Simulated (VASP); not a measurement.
Crystal: LiCl.

```xyz
2
Lattice="0.0000 2.7330 2.7330 2.7330 0.0000 2.7330 2.7330 2.7330 0.0000" Properties=species:S:1:pos:R:3 pbc="T T T"
Li    0.0000    0.0000    0.0000
Cl    1.3665    1.3665    1.3665
```

Base run:

* Program: VASP 6.6.1
* Functional: r2SCAN
* Potentials or basis: VASP PAW PBE potentials, release 64 (Li_sv, Cl)
* Cutoff: 520 eV
* k mesh: 6 × 6 × 6
* Occupations: gaussian, width 0.01 eV
* Spin: no spin polarisation

Its results: band gap on the k mesh 6.77 eV, direct.

**Question.** The run is repeated on the same cell with these changes: functional from r2SCAN to PBE. What comes out?

**Answer.** Band gap on the k mesh 6.06 eV, direct.

r2SCAN gives the wider gap, since meta-GGAs in the generalised Kohn-Sham scheme recover part of the derivative discontinuity.

A k mesh can miss the band edges.
